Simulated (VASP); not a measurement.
# Cd2TeO3 (P6/mmm) in VASP: further runs

Runs on Cd2TeO3. Level: PBE. Tasks: relaxation of cell and atoms, single point.

Program: VASP 6.6.1. These are calculated values, not measurements. Logs are shortened: lines on timing, memory, paths and dates and some standing lists are left out, and cuts for length are marked.

## (1) The cell of the first run

The structure is hexagonal, space group P6/mmm (No. 191). Conventional cell: a = 4.330 Å, b = 4.330 Å, c = 6.452 Å, α = 90.00°, β = 90.00°, γ = 120.00°. Cd (site symmetry -6m2) has 3 Cd at 2.50 Å within 3.3 Å. Within 2.9 Å of Te (site symmetry 6/mmm) lie 6 O at 2.17 Å. O (site symmetry mmm) has 2 Te at 2.17 Å and 4 O at 2.17 Å within 2.9 Å.

The cell was generated, and may not be a known phase.

## (2) Relaxation of cell and atoms, PBE

INCAR reads:

```
PREC     = Accurate       # precision mode
ENCUT    = 600            # plane-wave cutoff, eV
EDIFF    = 1E-6           # SCF threshold, eV
ISMEAR   = 0              # smearing method
SIGMA    = 0.1            # smearing width, eV
LREAL    = F              # projectors in reciprocal space
LASPH    = T              # aspherical terms in the spheres
NELM     = 60             # most SCF steps
ALGO     = Normal         # electronic algorithm
ISIF     = 3              # what is computed and relaxed
LWAVE    = F              # write WAVECAR
LCHARG   = F              # write CHGCAR
GGA      = PE             # functional
IBRION   = 2              # ionic algorithm
NSW      = 90             # ionic steps
EDIFFG   = -0.04          # ionic threshold
```

KPOINTS reads:

```
regular mesh
0
Gamma
  6 6 4
```

POSCAR reads:

```
Cd2TeO3
1.0
    4.3304614600      0.0000000000      0.0000000000
   -2.1652307300      3.7502896400      0.0000000000
    0.0000000000      0.0000000000      6.4517904800
Cd Te O
2 1 3
Direct
    0.3333333300      0.6666666700      0.5000000000
    0.6666666700      0.3333333300      0.5000000000
    0.0000000000      0.0000000000      0.0000000000
    0.5000000000      0.0000000000      0.0000000000
    0.0000000000      0.5000000000      0.0000000000
    0.5000000000      0.5000000000      0.0000000000
```

Potentials or basis: VASP PAW PBE potentials, release 64 (Cd, Te, O).

Run with:

```console
cat potpaw_PBE.64/Cd/POTCAR potpaw_PBE.64/Te/POTCAR potpaw_PBE.64/O/POTCAR > POTCAR
mpirun -np 1 vasp_std > vasp.out
```

OUTCAR:

```text
PREC = Accurate
   ENCUT = 600
   EDIFF = 1E-6
   ISMEAR = 0
   LREAL = F
   LASPH = T
   NELM = 60
   ISIF = 3
   GGA = PE
   IBRION = 2
   NSW = 90
   EDIFFG = -0.04

 ion  position               nearest neighbor table
   1  0.333  0.667  0.500-   2 2.50   2 2.50   2 2.50
   2  0.667  0.333  0.500-   1 2.50   1 2.50   1 2.50
   3  0.000  0.000  0.000-   4 2.17   4 2.17   6 2.17   5 2.17   5 2.17   6 2.17
   4  0.500  0.000  0.000-   3 2.17   3 2.17
   5  0.000  0.500  0.000-   3 2.17   3 2.17
   6  0.500  0.500  0.000-   3 2.17   3 2.17

  LATTYP: Found a hexagonal cell.
 ALAT       =     4.3304614600
 C/A-ratio  =     1.4898621174

  Lattice vectors:

 A1 = (   4.3304614600,   0.0000000000,   0.0000000000)
 A2 = (  -2.1652307300,   3.7502896400,   0.0000000000)
 A3 = (   0.0000000000,   0.0000000000,   6.4517904800)

Analysis of symmetry for initial positions (statically):
=====================================================================
 Subroutine PRICEL returns:
 Original cell was already a primitive cell.

 Routine SETGRP: Setting up the symmetry group for a
 hexagonal supercell.

 Subroutine GETGRP returns: Found 24 space group operations
 (whereof 24 operations were pure point group operations)
 out of a pool of 24 trial point group operations.

The static configuration has the point symmetry D_6h.

Analysis of symmetry for dynamics (positions and initial velocities):
=====================================================================
 Subroutine PRICEL returns:
 Original cell was already a primitive cell.

 Routine SETGRP: Setting up the symmetry group for a
 hexagonal supercell.

 Subroutine GETGRP returns: Found 24 space group operations
 (whereof 24 operations were pure point group operations)
 out of a pool of 24 trial point group operations.

The dynamic configuration has the point symmetry D_6h.

 Subroutine INISYM returns: Found 24 space group operations
 (whereof 24 operations are pure point group operations),
 and found     1 'primitive' translations

----------------------------------------------------------------------------------------

                                     Primitive cell

  volume of cell :     104.7802

  direct lattice vectors                    reciprocal lattice vectors
     4.330461460  0.000000000  0.000000000     0.230922272  0.133323036  0.000000000
    -2.165230730  3.750289640  0.000000000     0.000000000  0.266646072  0.000000000
     0.000000000  0.000000000  6.451790480     0.000000000  0.000000000  0.154995734

  length of vectors
     4.330461460  4.330461465  6.451790480     0.266646072  0.266646072  0.154995734

  position of ions in fractional coordinates (direct lattice)
     0.333333330  0.666666670  0.500000000
     0.666666670  0.333333330  0.500000000
     0.000000000  0.000000000  0.000000000
     0.500000000  0.000000000  0.000000000
     0.000000000  0.500000000  0.000000000
     0.500000000  0.500000000  0.000000000

  ion indices of the primitive-cell ions
   primitive index   ion index
                 1           1
                 2           2
                 3           3
                 4           4
                 5           5
                 6           6

----------------------------------------------------------------------------------------

 KPOINTS: regular mesh

Automatic generation of k-mesh.
 Grid dimensions read from file:
 generate k-points for:    6    6    4

 Generating k-lattice:

  Cartesian coordinates                     Fractional coordinates (reciprocal lattice)
     0.038487045  0.022220506  0.000000000     0.166666667  0.000000000  0.000000000
     0.000000000  0.044441012  0.000000000     0.000000000  0.166666667  0.000000000
     0.000000000  0.000000000  0.038748933     0.000000000  0.000000000  0.250000000

  Length of vectors
     0.044441012  0.044441012  0.038748933

  Shift w.r.t. Gamma in fractional coordinates (k-lattice)
     0.000000000  0.000000000  0.000000000

 Subroutine IBZKPT returns following result:
 ===========================================

 Found     21 irreducible k-points:

 Following reciprocal coordinates:
            Coordinates               Weight
  0.000000  0.000000  0.000000      1.000000
  0.166667  0.000000  0.000000      6.000000
  0.333333  0.000000  0.000000      6.000000
  0.500000  0.000000  0.000000      3.000000
  0.166667  0.166667  0.000000      6.000000
  0.333333  0.166667  0.000000     12.000000
[... 13 lines left out ...]
  0.333333  0.166667  0.500000     12.000000
  0.333333  0.333333  0.500000      2.000000
   k-points           NKPTS =     21   k-points in BZ     NKDIM =     21   number of bands    NBANDS=     28
   number of dos      NEDOS =    301   number of ions     NIONS =      6
   total plane-waves  NPLWV =  69984
   dimension x,y,z NGX =    36 NGY =   36 NGZ =   54
   dimension x,y,z NGXF=    72 NGYF=   72 NGZF=  108
   ions per type =               2   1   3
   NGX,Y,Z   is equivalent  to a cutoff of  13.82, 13.82, 13.91 a.u.
   NGXF,Y,Z  is equivalent  to a cutoff of  27.64, 27.64, 27.83 a.u.
 SYSTEM =  unknown system
   PREC   = accura    normal or accurate (medium, high low for compatibility)
   ISTART =      0    job   : 0-new  1-cont  2-samecut
   ICHARG =      2    charge: 1-file 2-atom 10-const
   ISPIN  =      1    spin polarized calculation?
   LNONCOLLINEAR =      F non collinear calculations
   LSORBIT =      F    spin-orbit coupling
   LASPH  =      T    aspherical Exc in radial PAW
   ENCUT  =  600.0 eV  44.10 Ry    6.64 a.u.   8.65  8.65 12.89*2*pi/ulx,y,z
   NELM   =     60;   NELMIN=  2; NELMDL= -5     # of ELM steps
   EDIFF  = 0.1E-05   stopping-criterion for ELM
   LREAL  =      F    real-space projection
   EDIFFG = -.4E-01   stopping-criterion for IOM
   NSW    =     90    number of steps for IOM
   IBRION =      2    ionic relax: 0-MD 1-quasi-New 2-CG
   NFREE  =      1    steps in history (QN), initial steepest desc. (CG)
   ISIF   =      3    stress and relaxation
   ISYM   =      2    0-nonsym 1-usesym 2-fastsym
   POTIM  = 0.5000    time-step for ionic-motion
   TEBEG  =    0.0;   TEEND  =   0.0 temperature during run
   PSTRESS=    0.0 pullay stress
   NELECT =      48.0000    total number of electrons
   NUPDOWN=      -1.0000    fix difference up-down
   EMIN   =  10.00;   EMAX   =-10.00  energy-range for DOS
   EFERMI =   0.00;   METHOD = LEGACY
   ISMEAR =     0;   SIGMA  =   0.10  broadening in eV -4-tet -1-fermi 0-gaus
   EFERMI_NEDOS =   21; number of points for ismear=-14 and -15
   IALGO  =     38    algorithm
   IMIX   =      4    mixing-type and parameters
     AMIX     =   0.40;   BMIX     =  1.00
     AMIX_MAG =   1.60;   BMIX_MAG =  1.00
  volume/ion in A,a.u.               =      17.46       117.85
  Fermi-wavevector in a.u.,A,eV,Ry     =   1.262008  2.384850 21.669517  1.592665
  Thomas-Fermi vector in A             =   2.395438
   LORBIT       =      0    0 simple, 1 ext, 2 COOP (PROOUT), +10 PAW based schemes
   GGA     = PE    functional components
   LHFCALC =     F    Hartree Fock is set to
   AEXX    =    0.0000 exact exchange contribution
   IVDW    =     0    specifies the selected vdW correction
   LEPSILON=     F    determine dielectric tensor
   LRPA    =     F    only Hartree local field effects (RPA)
 conjugate gradient relaxation of ions
 non-spin polarized calculation
 Gauss-broadening in eV      SIGMA  =   0.10
  energy-cutoff  :      600.00
  volume of cell :      104.78
 maximum number of plane-waves:      3523
 NGX is ok and might be reduce to    36
   NGX = 17   NGY = 17   NGZ = 25

--------------------------------------- Ionic step        1  -------------------------------------------

 number of electron      48.0000000 magnetization

 Free energy of the ion-electron system (eV)
  ---------------------------------------------------
  ext. energy  EPLUGINS =         0.00000000
  ---------------------------------------------------
  free energy    TOTEN  =       -16.12637198 eV

  energy without entropy =      -16.10265111  energy(sigma->0) =      -16.11451154

------------------------ aborting loop because EDIFF is reached ----------------------------------------

  FORCE on cell =-STRESS in cart. coord.  units (eV):
  Direction    XX          YY          ZZ          XY          YZ          ZX
  --------------------------------------------------------------------------------------
  -------------------------------------------------------------------------------------
  Total       14.7287018     14.7287019     -2.3724940      0.0000000      0.0000000      0.0000000
  in kB      225.2142204    225.2142210    -36.2774257      0.0000000      0.0000000      0.0000000
  external PRESSURE =     138.0503386 kB  Pullay stress =       0.0000000 kB
[... 101 lines left out ...]
  FREE ENERGIE OF THE ION-ELECTRON SYSTEM (eV)
  ---------------------------------------------------
  free  energy   TOTEN  =       -17.0177175327 eV

  energy  without entropy=      -16.9916998935  energy(sigma->0) =      -17.00470871

 E-fermi :   2.3357     XC(G=0):  -9.7038

 val. band max:        2.3315748270   @ k =   0.1667   0.1667   0.2500
 cond. band min:       2.3369386442   @ k =   0.3333   0.3333   0.0000
 fundamental gap:      0.0053638172
 Fermi energy:         2.3357225398

 k-point     1 :       0.0000    0.0000    0.0000
  band No.  band energies     occupation
      1     -16.6810      2.00000
      2     -13.8556      2.00000
      3     -13.8556      2.00000
      4      -6.7876      2.00000
      5      -6.5846      2.00000
      6      -6.4973      2.00000
[... 640 lines left out ...]
     27       3.8241      0.00000
     28       5.2578      0.00000

 E-fermi :  11.0417     XC(G=0): -13.7977

 val. band max:       11.0011619325   @ k =   0.5000   0.0000   0.5000
 cond. band min:      11.0643156004   @ k =   0.3333   0.1667   0.2500
 fundamental gap:      0.0631536679
 Fermi energy:        11.0416960476

 k-point     1 :       0.0000    0.0000    0.0000
  band No.  band energies     occupation
      1     -12.2481      2.00000
      2      -9.0158      2.00000
      3      -9.0158      2.00000
      4      -2.4443      2.00000
      5      -1.7462      2.00000
      6      -0.6085      2.00000
[... 640 lines left out ...]
     27      15.7473      0.00000
     28      18.0440      0.00000

 E-fermi :   4.2811     XC(G=0): -11.2541

 val. band max:        4.2745145939   @ k =   0.1667   0.0000   0.5000
 cond. band min:       4.2833037020   @ k =   0.0000   0.0000   0.5000
 fundamental gap:      0.0087891081
 Fermi energy:         4.2810926541

 k-point     1 :       0.0000    0.0000    0.0000
  band No.  band energies     occupation
      1     -13.8417      2.00000
      2     -12.6079      2.00000
      3     -12.6079      2.00000
      4      -7.1039      2.00000
      5      -3.8071      2.00000
      6      -3.1406      2.00000
[... 640 lines left out ...]
     27       9.1754      0.00000
     28       9.1754      0.00000

[... ionic steps 4 to 31 ...]

--------------------------------------- Ionic step       32  -------------------------------------------

 number of electron      47.9999985 magnetization

------------------------ aborting loop because EDIFF is reached ----------------------------------------
[... 75 lines left out ...]
--------------------------------------- Ionic step       34  -------------------------------------------

 number of electron      47.9999970 magnetization

 Free energy of the ion-electron system (eV)
  ---------------------------------------------------
  ext. energy  EPLUGINS =         0.00000000
  ---------------------------------------------------
  free energy    TOTEN  =       -21.99137010 eV

  energy without entropy =      -21.96944963  energy(sigma->0) =      -21.98040986

 E-fermi :   4.0401     XC(G=0): -11.1294

 val. band max:        4.0384293869   @ k =   0.0000   0.0000   0.5000
 cond. band min:       4.1203841485   @ k =   0.3333   0.3333   0.0000
 fundamental gap:      0.0819547616
 Fermi energy:         4.0401475069

 k-point     1 :       0.0000    0.0000    0.0000
  band No.  band energies     occupation
      1     -13.9148      2.00000
      2     -12.7264      2.00000
      3     -12.7264      2.00000
      4      -7.2629      2.00000
      5      -3.8993      2.00000
      6      -3.3406      2.00000
[... 673 lines left out ...]
  FREE ENERGIE OF THE ION-ELECTRON SYSTEM (eV)
  ---------------------------------------------------
  free  energy   TOTEN  =       -21.9913700969 eV

  energy  without entropy=      -21.9694496303  energy(sigma->0) =      -21.98040986

 reached required accuracy - stopping structural energy minimisation
```

It took 53 min on 1 thread of AMD EPYC 7R13, shared host; peak memory 0.29 GiB.

Results:

| Property | Result |
| --- | --- |
| Free energy | -21.9914 eV |
| Relaxed volume | 14.80 Å³/atom |
| Relaxed cell | a = 5.560 Å, b = 5.560 Å, c = 3.318 Å, α = 90.00°, β = 90.00°, γ = 120.00° |
| Space group after relaxing (to 0.1 Å) | P6/mmm (No. 191) |
| Pressure after relaxing | 0.1 GPa |
| Band gap on the k mesh | zero (bands 24 and 25 overlap by 1.64 eV) |

Final structure:
```xyz
6
Lattice="5.5598 0.0000 0.0000 -2.7799 4.8149 0.0000 0.0000 0.0000 3.3183" Properties=species:S:1:pos:R:3 pbc="T T T"
Cd    0.0000    3.2099    1.6591
Cd    2.7799    1.6050    1.6591
Te    0.0000    0.0000    0.0000
O     2.7799    0.0000    0.0000
O    -1.3899    2.4074    0.0000
O     1.3899    2.4074    0.0000
```

Levels at points of the mesh, in eV from the Fermi level:
| k point | band 22 | band 23 | band 24 | band 25 | band 26 | band 27 |
| --- | --- | --- | --- | --- | --- | --- |
| (0.00, 0.00, 0.00) | -0.58 | -0.58 | 1.11 | 1.74 | 1.74 | 2.21 |
| (0.50, 0.00, 0.00) | -1.27 | -0.84 | -0.58 | 1.12 | 1.97 | 3.65 |
| (0.00, 0.00, 0.50) | -1.11 | 0.00 | 0.00 | 2.63 | 3.99 | 4.31 |
| (0.50, 0.00, 0.50) | -1.72 | -1.69 | -0.11 | -0.03 | 2.02 | 4.77 |

Caveat: the volume moved by over 15 % at a fixed basis, so the end points are rough; spin-orbit coupling is left out, which moves the levels of the heavy elements.

(Part 1 of 2 ends here.)

The gap in the log of VASP goes by the Fermi energy; the results here count the filled bands.